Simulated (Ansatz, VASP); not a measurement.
# TePb: VASP beside Ansatz

```
Pb Te
1.0
     0.00000    2.94304    2.94304
     2.94304    0.00000    2.94304
     2.94304    2.94304    0.00000
Pb Te
1 1
Direct
  0.00000 0.00000 0.00000
  0.50000 0.50000 0.50000
```

Change from the starting cell: volume scaled by 0.72, PAW files.

Alike in both runs: task single point; functional PBE; k mesh 11 × 11 × 11; occupations fermi-dirac, width 0.1 eV; no spin polarisation.

```csv
,VASP,Ansatz
version,VASP 6.6.1,Ansatz 0.2.0
potentials or method,"VASP PAW PBE potentials, release 64 (Pb_d, Te)","PAW with Ansatz's default frozen-core files, scalar-relativistic"
plane-wave cutoff (eV),520,420
valence electrons in the cell,20,30
```

|  | VASP | Ansatz | Ansatz less VASP |
| --- | --- | --- | --- |
| pressure (GPa) | 26.5 | 26.6 | +0.05 |

VASP's potentials hold 20 valence electrons a cell and Ansatz's 30, so a difference there can come from the potentials and not from the codes.

Neither program's run includes spin-orbit coupling.
